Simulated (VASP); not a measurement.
CdF2, 3 atoms in the cell. Symmetry: R3m, No. 160, trigonal system. The conventional cell has a = 3.810 Å, b = 3.810 Å, c = 9.332 Å, α = 90.00°, β = 90.00°, γ = 120.00°. Cd (site symmetry 3m) has 8 F at 2.30 to 2.37 Å within 3.0 Å. F (site symmetry 3m) has 4 Cd at 2.30 to 2.35 Å and 6 F at 2.69 Å within 3.0 Å. F (site symmetry 3m) has 4 Cd at 2.32 to 2.37 Å and 6 F at 2.69 Å within 3.1 Å.  This cell differs from its parent crystal: all Cd atoms moved +0.037 Å, as atom 1 along Cartesian [1 1 1].

```yaml
Program: VASP 6.6.1
Task: single point
Functional: LDA
Potentials_or_basis: VASP PAW LDA potentials, release 64 (Cd_sv_GW, F)
Cutoff: 600 eV
k_mesh: 8 × 8 × 8
Occupations: gaussian, width 0.05 eV
Spin: no spin polarisation
Dipole_correction: no
Further_INCAR_settings: ALGO = Normal; EDIFF = 1e-06; NBANDS = 24
```

Potentials or basis: VASP PAW LDA potentials, release 64 (Cd_sv_GW, F).

Launch:

```bash
$ cat potpaw_LDA.64/Cd_sv_GW/POTCAR potpaw_LDA.64/F/POTCAR > POTCAR
$ mpirun -np 1 vasp_std > vasp.out
```

Hardware: 1 thread of Intel(R) Xeon(R) 6975P-C (Granite Rapids), with other jobs on the host.

Q: Estimate the wall time of this run.

A: Wall time 33 s on 1 thread of Intel(R) Xeon(R) 6975P-C (Granite Rapids), with other jobs on the host, peak memory 0.21 GiB. Counts: scf iterations 12, k points 65.
